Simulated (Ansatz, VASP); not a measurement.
Bi: VASP beside Ansatz

Contents of INCAR:

```
SYSTEM = Bi
PREC = Accurate
ENCUT = 520
EDIFF = 1E-6
ISMEAR = -1
SIGMA = 0.1
LREAL = .FALSE.
LASPH = .TRUE.
NELM = 100
ALGO = Normal
ISIF = 2
LWAVE = .FALSE.
LCHARG = .TRUE.
LELF = .TRUE.
LVHAR = .TRUE.
NBANDS = 14
```

File KPOINTS:

```
regular mesh
0
G
  13 13 13
  0 0 0
```

The input POSCAR:

```
Bi
1.0
    0.0000000000      2.3861328397      2.3861328397
    2.3861328397      0.0000000000      2.3861328397
    2.3861328397      2.3861328397      0.0000000000
Bi
1
Direct
    0.0000000000      0.0000000000      0.0000000000
```

Input for Ansatz:

```yaml
crystal:
  lattice:
    - [0.0, 2.3861328397, 2.3861328397]
    - [2.3861328397, 0.0, 2.3861328397]
    - [2.3861328397, 2.3861328397, 0.0]
  atoms:
    - { symbol: Bi, position: [0.0, 0.0, 0.0] }
hamiltonian:
  xc: lda
  pseudopotentials:
    kind: paw
    azcp:
      Bi: "pseudopotentials/Bi.paw.azcp"
basis:
  ecutwfc: 420
  fft_grid_basis: typed
kpoints:
  mp_grid: { grid: [13, 13, 13], shift: [0, 0, 0] }
magnetization:
  spin_polarized: false
scf:
  occupations: { method: fermi_dirac, width: 0.1 }
  lower_state_search: "off"
output:
  stress: true
```

Alike in both runs: task single point; functional LDA; k mesh 13 × 13 × 13; occupations fermi-dirac, width 0.1 eV; no spin polarisation.

```csv
,VASP,Ansatz
version,VASP 6.6.1,Ansatz 0.2.0
potentials or method,"VASP PAW LDA potentials, release 64 (Bi_d), cutoff 520 eV","plane waves (420 eV) with PAW, scalar-relativistic"
valence electrons in the cell,15,15
```

VASP gave:

- pressure (GPa): 6.4

Question: Estimate Ansatz's values.

Answer: Pressure (GPa): 6.3.

Ansatz warns that its potentials were made for another functional, while VASP's fit it. LDA's correlation is that of Perdew and Zunger in VASP and of Perdew and Wang (1992) in Ansatz.

Spin-orbit coupling is off throughout.
